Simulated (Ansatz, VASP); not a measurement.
CaO in VASP and in Ansatz

Contents of POSCAR:

```
CaO
1.0
    0.0000000000      2.3510400000      2.2530800000
    2.3510400000      0.0000000000      2.2530800000
    2.3510400000      2.3510400000      0.0000000000
Ca O
1 1
Direct
    0.0000000000      0.0000000000      0.0000000000
    0.5000000000      0.5000000000      0.5000000000
```

Contents of INCAR.step1:

```
SYSTEM = CaO
ALGO     = Normal         ! electronic algorithm
EDIFF    = 1E-5           ! SCF threshold, eV
ENCUT    = 910            ! plane-wave cutoff, eV
GGA      = PE             ! functional
GGA_COMPAT= .False.      
ISMEAR   = 0              ! smearing method
LASPH    = .True.         ! aspherical terms in the spheres
LCHARG   = .False.        ! write CHGCAR
LREAL    = .False.        ! projectors in reciprocal space
LWAVE    = .True.         ! write WAVECAR
NBANDS   = 15             ! bands
NELM     = 120            ! most SCF steps
PREC     = Accurate       ! precision mode
SIGMA    = 0.05           ! smearing width, eV
```

INCAR.step2

```
SYSTEM = CaO
ALGO     = Normal         ! electronic algorithm
EDIFF    = 1E-6           ! SCF threshold, eV
ENCUT    = 910            ! plane-wave cutoff, eV
GGA_COMPAT= .False.      
ISIF     = 2              ! what is computed and relaxed
ISMEAR   = 0              ! smearing method
ISTART   = 1            
LASPH    = .True.         ! aspherical terms in the spheres
LCHARG   = .False.        ! write CHGCAR
LMIXTAU  = .True.       
LREAL    = .False.        ! projectors in reciprocal space
LWAVE    = .False.        ! write WAVECAR
METAGGA  = R2SCAN         ! meta-GGA
NBANDS   = 15             ! bands
NELM     = 120            ! most SCF steps
PREC     = Accurate       ! precision mode
SIGMA    = 0.05           ! smearing width, eV
```

File KPOINTS:

```
k-points
0
Gamma
  8 8 8
  0 0 0
```

Input for Ansatz:

```yaml
crystal:
  lattice:
    - [0.0, 2.35104, 2.25308]
    - [2.35104, 0.0, 2.25308]
    - [2.35104, 2.35104, 0.0]
  atoms:
    - { symbol: Ca, position: [0.0, 0.0, 0.0] }
    - { symbol: O, position: [0.5, 0.5, 0.5] }
basis:
  ecutwfc: 500
kpoints:
  mp_grid: { grid: [8, 8, 8] }
hamiltonian:
  xc: r2scan
scf:
  occupations: { method: gaussian, width: 0.05 }
output:
  forces: true
  stress: true
  eigenvalues: true
```

Change from the starting cell: strain -0.040 along x and y, -0.080 along z, atoms carried along.

Alike in both runs: task single point; functional r2SCAN; k mesh 8 × 8 × 8; occupations gaussian, width 0.05 eV; no spin polarisation.

```csv
,VASP,Ansatz
version,VASP 6.6.1,Ansatz 0.2.0
potentials or method,"VASP PAW PBE potentials, release 64 (Ca_sv, O_h), cutoff 910 eV","scalar-relativistic, plane waves, PAW"
valence electrons in the cell,16,16
```

|  | VASP | Ansatz | Ansatz less VASP |
| --- | --- | --- | --- |
| gap on the k mesh at the Fermi level (eV) | 3.91 | 3.93 | +0.019 |
| least direct gap on the mesh (eV) | 4.40 | 4.42 | +0.021 |

VASP's potentials were made for PBE, not for r2SCAN.

Noted on VASP's run: the cutoff is short for stress, so the pressure is rough.
